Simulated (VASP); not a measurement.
A run of VASP 6.6.1 is set up as follows.

INCAR

```
PREC = Accurate
ENCUT = 520
EDIFF = 1E-7
ISMEAR = 0
SIGMA = 0.05
LREAL = F
LASPH = T
NELM = 100
ALGO = Normal
ISIF = 2
LWAVE = F
LCHARG = F
GGA = PS
NBANDS = 18
```

KPOINTS

```
regular mesh
0
Gamma
  8 8 8
```

The input POSCAR:

```
HfO2
1.0
    0.2052022242      2.6061642861      2.6061642861
    2.6061642861      0.2052022242      2.6061642861
    2.6061642861      2.6061642861      0.2052022242
Hf O
1 2
Direct
    0.0000000000      0.0000000000      0.0000000000
    0.2500000000      0.2500000000      0.2500000000
    0.7500000000      0.7500000000      0.7500000000
```

Potentials or basis: VASP PAW PBE potentials, release 64 (Hf_pv, O).

The run is started by

```console
$ cat potpaw_PBE.64/Hf_pv/POTCAR potpaw_PBE.64/O/POTCAR > POTCAR
$ mpirun -np 1 vasp_std > vasp.out
```

**Question.** Estimate the pressure.

**Answer.** 8.0 GPa.

**Question.** Estimate the band gap on the k mesh.

**Answer.** 3.91 eV, direct.

**Question.** What does it give for the largest force?

**Answer.** 0.761 eV/Å.

Forces on the atoms (eV/Å):
```
Hf   0.000  0.000  0.000
O   -0.440 -0.440 -0.440
O    0.440  0.440  0.440
```

Caveat: the PAW data sets were made with another functional, which shifts forces and pressure a little; spin-orbit coupling is left out, which moves the levels of the heavy elements. A k mesh can miss the band edges.
